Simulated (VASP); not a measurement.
# Fe (Fd-3m) in VASP: further runs

Fe is run at these levels: PBE; tasks: single point.

Everything below comes from runs of VASP 6.6.1. Logs are shortened: lines on timing, memory, paths and dates and some standing lists are left out, and cuts for length are marked.

### 1 The cell of the first run

The structure is cubic, space group Fd-3m (No. 227). Conventional cell: a = 4.873 Å, b = 4.873 Å, c = 4.873 Å, α = 90.00°, β = 90.00°, γ = 90.00°. Fe (site symmetry -43m) has 4 Fe at 2.11 Å within 2.8 Å.

This isn't the form of Fe at room conditions, which is bcc.

### 2 Single point, PBE

INCAR reads:

```
  PREC = Accurate
  ENCUT = 690
  EDIFF = 1E-6
  ISMEAR = 0
  SIGMA = 0.1
  LREAL = F
  LASPH = T
  NELM = 120
  ALGO = Normal
  ISIF = 2
  LWAVE = F
  LCHARG = T
  GGA = PE
  LELF = T
  LVHAR = T
  NBANDS = 23
  GGA_COMPAT = F
```

KPOINTS reads:

```
Automatic mesh
0
Gamma
  6 6 6
```

POSCAR reads:

```
Fe
1.0
    0.0000000000      2.4365235877      2.4365235877
    2.4365235877      0.0000000000      2.4365235877
    2.4365235877      2.4365235877      0.0000000000
Fe
2
Direct
    0.5000000000      0.5000000000      0.5000000000
    0.7500000000      0.7500000000      0.7500000000
```

Potentials or basis: VASP PAW PBE potentials, release 64 (Fe_sv).

Started as:

```console
$ cat potpaw_PBE.64/Fe_sv/POTCAR > POTCAR
$ mpirun -np 1 vasp_std > vasp.out
```

OUTCAR:

```text
PREC = Accurate
   ENCUT = 690
   EDIFF = 1E-6
   ISMEAR = 0
   LREAL = F
   LASPH = T
   NELM = 120
   ISIF = 2
   GGA = PE

 ion  position               nearest neighbor table
   1  0.500  0.500  0.500-   2 2.11   2 2.11   2 2.11   2 2.11
   2  0.750  0.750  0.750-   1 2.11   1 2.11   1 2.11   1 2.11

  LATTYP: Found a face centered cubic cell.
 ALAT       =     4.8730471754

  Lattice vectors:

 A1 = (   0.0000000000,   2.4365235877,   2.4365235877)
 A2 = (   2.4365235877,   0.0000000000,   2.4365235877)
 A3 = (   2.4365235877,   2.4365235877,   0.0000000000)

Analysis of symmetry for initial positions (statically):
=====================================================================
 Subroutine PRICEL returns:
 Original cell was already a primitive cell.

 Routine SETGRP: Setting up the symmetry group for a
 face centered cubic supercell.

 Subroutine GETGRP returns: Found 48 space group operations
 (whereof 24 operations were pure point group operations)
 out of a pool of 48 trial point group operations.

The static configuration has the point symmetry T_d .
 The point group associated with its full space group is O_h .

Analysis of symmetry for dynamics (positions and initial velocities):
=====================================================================
 Subroutine PRICEL returns:
 Original cell was already a primitive cell.

 Routine SETGRP: Setting up the symmetry group for a
 face centered cubic supercell.

 Subroutine GETGRP returns: Found 48 space group operations
 (whereof 24 operations were pure point group operations)
 out of a pool of 48 trial point group operations.

The dynamic configuration has the point symmetry T_d .
 The point group associated with its full space group is O_h .

 Subroutine INISYM returns: Found 48 space group operations
 (whereof 24 operations are pure point group operations),
 and found     1 'primitive' translations

----------------------------------------------------------------------------------------

                                     Primitive cell

  volume of cell :      28.9296

  direct lattice vectors                    reciprocal lattice vectors
     0.000000000  2.436523588  2.436523588    -0.205210408  0.205210408  0.205210408
     2.436523588  0.000000000  2.436523588     0.205210408 -0.205210408  0.205210408
     2.436523588  2.436523588  0.000000000     0.205210408  0.205210408 -0.205210408

  length of vectors
     3.445764703  3.445764703  3.445764703     0.355434853  0.355434853  0.355434853

  position of ions in fractional coordinates (direct lattice)
     0.500000000  0.500000000  0.500000000
     0.750000000  0.750000000  0.750000000

  ion indices of the primitive-cell ions
   primitive index   ion index
                 1           1
                 2           2

----------------------------------------------------------------------------------------

 KPOINTS: Automatic mesh

Automatic generation of k-mesh.
 Grid dimensions read from file:
 generate k-points for:    6    6    6

 Generating k-lattice:

  Cartesian coordinates                     Fractional coordinates (reciprocal lattice)
    -0.034201735  0.034201735  0.034201735     0.166666667  0.000000000  0.000000000
     0.034201735 -0.034201735  0.034201735     0.000000000  0.166666667  0.000000000
     0.034201735  0.034201735 -0.034201735     0.000000000  0.000000000  0.166666667

  Length of vectors
     0.059239142  0.059239142  0.059239142

  Shift w.r.t. Gamma in fractional coordinates (k-lattice)
     0.000000000  0.000000000  0.000000000

 Subroutine IBZKPT returns following result:
 ===========================================

 Found     16 irreducible k-points:

 Following reciprocal coordinates:
            Coordinates               Weight
  0.000000  0.000000  0.000000      1.000000
  0.166667  0.000000  0.000000      8.000000
  0.333333  0.000000  0.000000      8.000000
  0.500000  0.000000  0.000000      4.000000
  0.166667  0.166667  0.000000      6.000000
  0.333333  0.166667  0.000000     24.000000
[... 8 lines left out ...]
 -0.333333  0.333333  0.166667     24.000000
 -0.333333  0.500000  0.166667     12.000000
   k-points           NKPTS =     16   k-points in BZ     NKDIM =     16   number of bands    NBANDS=     23
   number of dos      NEDOS =    301   number of ions     NIONS =      2
   total plane-waves  NPLWV =  27000
   dimension x,y,z NGX =    30 NGY =   30 NGZ =   30
   dimension x,y,z NGXF=    60 NGYF=   60 NGZF=   60
   ions per type =               2
   NGX,Y,Z   is equivalent  to a cutoff of  14.47, 14.47, 14.47 a.u.
   NGXF,Y,Z  is equivalent  to a cutoff of  28.95, 28.95, 28.95 a.u.
 SYSTEM =  unknown system
   PREC   = accura    normal or accurate (medium, high low for compatibility)
   ISTART =      0    job   : 0-new  1-cont  2-samecut
   ICHARG =      2    charge: 1-file 2-atom 10-const
   ISPIN  =      1    spin polarized calculation?
   LNONCOLLINEAR =      F non collinear calculations
   LSORBIT =      F    spin-orbit coupling
   LASPH  =      T    aspherical Exc in radial PAW
   ENCUT  =  690.0 eV  50.71 Ry    7.12 a.u.   7.38  7.38  7.38*2*pi/ulx,y,z
   NELM   =    120;   NELMIN=  2; NELMDL= -5     # of ELM steps
   EDIFF  = 0.1E-05   stopping-criterion for ELM
   LREAL  =      F    real-space projection
   EDIFFG = 0.1E-04   stopping-criterion for IOM
   NSW    =      0    number of steps for IOM
   IBRION =     -1    ionic relax: 0-MD 1-quasi-New 2-CG
   NFREE  =      0    steps in history (QN), initial steepest desc. (CG)
   ISIF   =      2    stress and relaxation
   ISYM   =      2    0-nonsym 1-usesym 2-fastsym
   POTIM  = 0.5000    time-step for ionic-motion
   TEBEG  =    0.0;   TEEND  =   0.0 temperature during run
   PSTRESS=    0.0 pullay stress
   NELECT =      32.0000    total number of electrons
   NUPDOWN=      -1.0000    fix difference up-down
   EMIN   =  10.00;   EMAX   =-10.00  energy-range for DOS
   EFERMI =   0.00;   METHOD = LEGACY
   ISMEAR =     0;   SIGMA  =   0.10  broadening in eV -4-tet -1-fermi 0-gaus
   EFERMI_NEDOS =   21; number of points for ismear=-14 and -15
   IALGO  =     38    algorithm
   IMIX   =      4    mixing-type and parameters
     AMIX     =   0.40;   BMIX     =  1.00
     AMIX_MAG =   1.60;   BMIX_MAG =  1.00
  volume/ion in A,a.u.               =      14.46        97.61
  Fermi-wavevector in a.u.,A,eV,Ry     =   1.693080  3.199458 39.001381  2.866521
  Thomas-Fermi vector in A             =   2.774551
   LORBIT       =      0    0 simple, 1 ext, 2 COOP (PROOUT), +10 PAW based schemes
   GGA     = PE    functional components
   LHFCALC =     F    Hartree Fock is set to
   AEXX    =    0.0000 exact exchange contribution
   IVDW    =     0    specifies the selected vdW correction
   LEPSILON=     F    determine dielectric tensor
   LRPA    =     F    only Hartree local field effects (RPA)
 non-spin polarized calculation
 Gauss-broadening in eV      SIGMA  =   0.10
  energy-cutoff  :      690.00
  volume of cell :       28.93
 maximum number of plane-waves:      1243
 NGX is ok and might be reduce to    30
   NGX = 15   NGY = 15   NGZ = 15

 number of electron      31.9999985 magnetization

 Free energy of the ion-electron system (eV)
  ---------------------------------------------------
  ext. energy  EPLUGINS =         0.00000000
  ---------------------------------------------------
  free energy    TOTEN  =       -14.14731960 eV

  energy without entropy =      -14.13319664  energy(sigma->0) =      -14.14025812

 E-fermi :   8.5426     XC(G=0): -11.9746

 val. band max:        8.4287484715   @ k =   0.3333   0.1667   0.0000
 cond. band min:       8.5682679337   @ k =   0.5000   0.1667   0.0000
 fundamental gap:      0.1395194621
 Fermi energy:         8.5426285335

 k-point     1 :       0.0000    0.0000    0.0000
  band No.  band energies     occupation
      1     -78.5724      2.00000
      2     -78.1769      2.00000
      3     -44.7698      2.00000
      4     -44.7698      2.00000
      5     -44.7698      2.00000
      6     -44.1756      2.00000
[... 15 lines left out ...]
     22      22.7791      0.00000
     23      23.0089      0.00000

 k-point     2 :       0.1667    0.0000    0.0000
  band No.  band energies     occupation
      1     -78.5530      2.00000
      2     -78.1965      2.00000
      3     -44.7875      2.00000
      4     -44.7875      2.00000
      5     -44.7669      2.00000
      6     -44.1803      2.00000
[... 15 lines left out ...]
     22      20.9977      0.00000
     23      22.6723      0.00000

 k-point     3 :       0.3333    0.0000    0.0000
  band No.  band energies     occupation
      1     -78.5059      2.00000
      2     -78.2444      2.00000
      3     -44.8206      2.00000
      4     -44.8206      2.00000
      5     -44.7629      2.00000
      6     -44.1899      2.00000
[... 15 lines left out ...]
     22      19.7113      0.00000
     23      21.5472      0.00000

 k-point     4 :       0.5000    0.0000    0.0000
  band No.  band energies     occupation
      1     -78.4742      2.00000
      2     -78.2765      2.00000
      3     -44.8363      2.00000
      4     -44.8362      2.00000
      5     -44.7615      2.00000
      6     -44.1945      2.00000
[... 15 lines left out ...]
     22      19.2196      0.00000
     23      21.1692      0.00000

 k-point     5 :       0.1667    0.1667    0.0000
  band No.  band energies     occupation
      1     -78.5461      2.00000
      2     -78.2036      2.00000
      3     -44.8080      2.00000
      4     -44.8080      2.00000
      5     -44.7307      2.00000
      6     -44.2169      2.00000
[... 15 lines left out ...]
     22      20.8797      0.00000
     23      21.4009      0.00000

 k-point     6 :       0.3333    0.1667    0.0000
  band No.  band energies     occupation
      1     -78.5059      2.00000
      2     -78.2444      2.00000
      3     -44.8471      2.00000
      4     -44.8411      2.00000
      5     -44.6971      2.00000
      6     -44.2534      2.00000
[... 15 lines left out ...]
     22      18.6221      0.00000
     23      20.4940      0.00000

 k-point     7 :       0.5000    0.1667    0.0000
  band No.  band energies     occupation
      1     -78.4610      2.00000
      2     -78.2898      2.00000
      3     -44.8816      2.00000
      4     -44.8543      2.00000
      5     -44.6776      2.00000
      6     -44.2738      2.00000
[... 15 lines left out ...]
     22      17.3269      0.00000
     23      20.3793      0.00000

 k-point     8 :      -0.3333    0.1667    0.0000
  band No.  band energies     occupation
      1     -78.4742      2.00000
      2     -78.2765      2.00000
      3     -44.8816      2.00000
      4     -44.8363      2.00000
      5     -44.6927      2.00000
      6     -44.2578      2.00000
[... 15 lines left out ...]
     22      18.8057      0.00000
     23      20.8645      0.00000

 k-point     9 :      -0.1667    0.1667    0.0000
  band No.  band energies     occupation
      1     -78.5233      2.00000
      2     -78.2267      2.00000
      3     -44.8409      2.00000
      4     -44.8028      2.00000
      5     -44.7337      2.00000
      6     -44.2153      2.00000
[... 15 lines left out ...]
     22      21.3198      0.00000
     23      21.9825      0.00000

 k-point    10 :       0.3333    0.3333    0.0000
  band No.  band energies     occupation
      1     -78.4742      2.00000
      2     -78.2765      2.00000
      3     -44.8746      2.00000
      4     -44.8746      2.00000
      5     -44.6252      2.00000
      6     -44.3296      2.00000
[... 15 lines left out ...]
     22      15.5270      0.00000
     23      19.8800      0.00000

 k-point    11 :       0.5000    0.3333    0.0000
  band No.  band energies     occupation
      1     -78.4249      2.00000
      2     -78.3261      2.00000
      3     -44.9043      2.00000
      4     -44.8881      2.00000
      5     -44.5649      2.00000
      6     -44.3894      2.00000
[... 15 lines left out ...]
     22      14.9686      0.00000
     23      20.0182      0.00000

 k-point    12 :      -0.3333    0.3333    0.0000
  band No.  band energies     occupation
      1     -78.4249      2.00000
      2     -78.3261      2.00000
      3     -44.9163      2.00000
      4     -44.8702      2.00000
      5     -44.5921      2.00000
      6     -44.3591      2.00000
[... 15 lines left out ...]
     22      16.3423      0.00000
     23      20.2728      0.00000

 k-point    13 :       0.5000    0.5000    0.0000
  band No.  band energies     occupation
      1     -78.3756      2.00000
      2     -78.3756      2.00000
      3     -44.9038      2.00000
      4     -44.9038      2.00000
      5     -44.4786      2.00000
      6     -44.4786      2.00000
[... 15 lines left out ...]
     22      13.8953      0.00000
     23      19.8990      0.00000

 k-point    14 :       0.5000    0.3333    0.1667
  band No.  band energies     occupation
      1     -78.4610      2.00000
      2     -78.2898      2.00000
      3     -44.8931      2.00000
      4     -44.8629      2.00000
      5     -44.6321      2.00000
      6     -44.3191      2.00000
[... 15 lines left out ...]
     22      16.1489      0.00000
     23      22.0503      0.00000

 k-point    15 :      -0.3333    0.3333    0.1667
  band No.  band energies     occupation
      1     -78.4249      2.00000
      2     -78.3261      2.00000
      3     -44.9101      2.00000
      4     -44.8782      2.00000
      5     -44.5873      2.00000
      6     -44.3633      2.00000
[... 15 lines left out ...]
     22      14.6402      0.00000
     23      22.1554      0.00000

 k-point    16 :      -0.3333    0.5000    0.1667
  band No.  band energies     occupation
      1     -78.3756      2.00000
      2     -78.3756      2.00000
      3     -44.9054      2.00000
      4     -44.9054      2.00000
      5     -44.4762      2.00000
      6     -44.4762      2.00000
[... 15 lines left out ...]
     22      12.7102      0.00000
     23      22.4252      0.00000

------------------------ aborting loop because EDIFF is reached ----------------------------------------

  FORCE on cell =-STRESS in cart. coord.  units (eV):
  Direction    XX          YY          ZZ          XY          YZ          ZX
  --------------------------------------------------------------------------------------
  -------------------------------------------------------------------------------------
  Total       -0.2154544     -0.2154544     -0.2154544      0.0000000     -0.0000000      0.0000000
  in kB      -11.9322990    -11.9322990    -11.9322990      0.0000000     -0.0000000      0.0000000
  external PRESSURE =     -11.9322990 kB  Pullay stress =       0.0000000 kB

 VOLUME and BASIS-vectors are now :
 -----------------------------------------------------------------------------
  energy-cutoff  :      690.00
  volume of cell :       28.93
      direct lattice vectors                 reciprocal lattice vectors
     0.000000000  2.436523588  2.436523588    -0.205210408  0.205210408  0.205210408
     2.436523588  0.000000000  2.436523588     0.205210408 -0.205210408  0.205210408
     2.436523588  2.436523588  0.000000000     0.205210408  0.205210408 -0.205210408

 POSITION                                       TOTAL-FORCE (eV/Angst)
 -----------------------------------------------------------------------------------
      2.43652      2.43652      2.43652        -0.000000     -0.000000     -0.000000
      3.65479      3.65479      3.65479         0.000000      0.000000      0.000000
 -----------------------------------------------------------------------------------
    total drift:                                0.000000     -0.000000      0.000000

  FREE ENERGIE OF THE ION-ELECTRON SYSTEM (eV)
  ---------------------------------------------------
  free  energy   TOTEN  =       -14.1473195973 eV

  energy  without entropy=      -14.1331966401  energy(sigma->0) =      -14.14025812
```

Run time: 8.3 s. Hardware: 1 thread of Intel Xeon 6975P-C (Granite Rapids), shared host; peak memory 0.16 GiB.

What came out:

| Quantity | Value |
| --- | --- |
| Free energy | -14.1473 eV |
| Pressure | -1.2 GPa |
| Band gap on the k mesh | zero (bands 16 and 17 overlap by 0.68 eV) |

Levels at points of the mesh, in eV from the Fermi level:
| k point | band 12 | band 13 | band 14 | band 15 | band 16 | band 17 | band 18 | band 19 | band 20 | band 21 |
| --- | --- | --- | --- | --- | --- | --- | --- | --- | --- | --- |
| (0.00, 0.00, 0.00) | -2.45 | -2.45 | -2.45 | -0.39 | -0.39 | -0.39 | 1.25 | 1.25 | 14.23 | 14.24 |
| (0.50, 0.00, 0.00) | -2.61 | -2.47 | -2.47 | -1.13 | 0.17 | 0.17 | 0.99 | 0.99 | 2.48 | 10.68 |
| (0.50, 0.50, 0.00) | -2.39 | -1.41 | -1.41 | -0.73 | -0.73 | 1.20 | 1.20 | 2.72 | 2.72 | 5.35 |

Caveat: the k points lie up to 0.37 Å⁻¹ apart, too coarse for converged energies and pressures of a metal; the run has no spin polarisation, though such a crystal can be magnetic.

### 3 Single point, PBE, collinear spin, ferromagnetic start

This run uses another cell than the first one, of 13.41 Å³/atom.

INCAR reads:

```
SYSTEM = Fe
  ALGO = Normal
  EDIFF = 1E-6
  ENCUT = 690
  GGA = PE
  GGA_COMPAT = .FALSE.
  ISIF = 2
  ISMEAR = 0
  ISPIN = 2
  LASPH = .TRUE.
  LCHARG = .TRUE.
  LELF = .TRUE.
  LMAXMIX = 4
  LORBIT = 11
  LREAL = .FALSE.
  LVHAR = .TRUE.
  LWAVE = .FALSE.
  MAGMOM = 4 4
  NBANDS = 27
  NELM = 200
  PREC = Accurate
  SIGMA = 0.1
```

KPOINTS reads:

```
k-points
0
G
  6 6 6
  0 0 0
```

POSCAR reads:

```
Fe
1.0
    0.0000000000      2.3755431895      2.3755431895
    2.3755431895      0.0000000000      2.3755431895
    2.3755431895      2.3755431895      0.0000000000
Fe
2
Direct
    0.5000000000      0.5000000000      0.5000000000
    0.7500000000      0.7500000000      0.7500000000
```

Potentials or basis: VASP PAW PBE potentials, release 64 (Fe_sv).

Started as:

```console
$ cat potpaw_PBE.64/Fe_sv/POTCAR > POTCAR
$ mpirun -np 1 vasp_std > vasp.out
```

Run time: 23 s. Hardware: 1 thread of Intel Xeon 6975P-C (Granite Rapids), shared host; peak memory 0.19 GiB.

The run converged. Its results:

| Property | Result |
| --- | --- |
| Free energy | -14.0648 eV |
| Pressure | 12.9 GPa |
| Band gap on the k mesh | zero (filled and empty bands overlap) |
| Net moment | 0.00 μB per cell |
| Valence electrons inside the program's atomic spheres | Fe 13.98 |

Levels at points of the mesh, in eV from the Fermi level:
Spin up:
| k point | band 12 | band 13 | band 14 | band 15 | band 16 | band 17 | band 18 | band 19 | band 20 | band 21 |
| --- | --- | --- | --- | --- | --- | --- | --- | --- | --- | --- |
| (0.00, 0.00, 0.00) | -2.67 | -2.67 | -2.67 | -0.44 | -0.44 | -0.44 | 1.40 | 1.40 | 14.99 | 14.99 |
| (0.50, 0.00, 0.00) | -2.91 | -2.71 | -2.71 | -1.18 | 0.20 | 0.20 | 1.11 | 1.11 | 2.74 | 11.41 |
| (0.50, 0.50, 0.00) | -2.62 | -1.41 | -1.41 | -0.83 | -0.83 | 1.33 | 1.33 | 2.95 | 2.95 | 5.63 |
Spin down:
```tsv
k point	band 14	band 15	band 16	band 17	band 18	band 19
(0.00, 0.00, 0.00)	-2.67	-0.43	-0.43	-0.43	1.40	1.40
(0.50, 0.00, 0.00)	-2.71	-1.18	0.20	0.20	1.11	1.11
(0.50, 0.50, 0.00)	-1.41	-0.83	-0.83	1.33	1.33	2.95
```

Caveat: the k points lie up to 0.38 Å⁻¹ apart, too coarse for converged energies and pressures of a metal; the moments typed at the start vanished in this run.

The gap in the log of VASP goes by the Fermi energy; the results here count the filled bands.